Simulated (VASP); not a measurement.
Write the native input for VASP 6.6.1 that does the following.

```yaml
Task: single point
Functional: PBE
Potentials_or_basis: VASP PAW PBE potentials, release 64 (In_d, Sb)
Cutoff: 520 eV
k_mesh: 9 × 8 × 15
Occupations: fermi-dirac, width 0.05 eV
Spin: no spin polarisation
Dipole_correction: no
Further_INCAR_settings: ALGO = Normal; EDIFF = 1e-06; NBANDS = 26
```

The structure of InSb lies in POSCAR:

```
InSb
1.0
    5.3570000000      0.0000000000      0.0000000000
    0.0000000000      5.7120000000      0.0000000000
    0.0000000000      0.0000000000      3.0630000000
In Sb
2 2
Direct
    0.0000000000      0.0000000000      0.1722389182
    0.5000000000      0.5000000000     -0.1722389182
    0.5000000000      0.0000000000      0.7149606498
    0.0000000000      0.5000000000      0.2850393502
```

These files were run (other wordings do the same):

INCAR

```
SYSTEM = InSb
ALGO = Normal
EDIFF = 1E-6
ENCUT = 520
GGA = PE
ISIF = 2
ISMEAR = -1
LASPH = .TRUE.
LCHARG = .FALSE.
LREAL = .FALSE.
LWAVE = .FALSE.
NBANDS = 26
NELM = 60
PREC = Accurate
SIGMA = 0.05
```

KPOINTS

```
k-points
0
G
  9 8 15
  0 0 0
```

Potentials or basis: VASP PAW PBE potentials, release 64 (In_d, Sb).

Command:

```bash
$ cat potpaw_PBE.64/In_d/POTCAR potpaw_PBE.64/Sb/POTCAR > POTCAR
$ mpirun -np 1 vasp_std > vasp.out
```

Results of the run:

```yaml
Pressure: 13.6 GPa
Largest_force: 0.014 eV/Å
Band_gap_on_the_k_mesh: zero (bands 18 and 19 overlap by 3.70 eV)
```

Caveat: the cell stands under pressure; spin-orbit coupling is left out, which moves the levels of the heavy elements.

Run time: 6.2 min on 1 thread of Oxide Virtual Turin-like Processor, with other jobs on the host, peak memory 0.48 GiB.
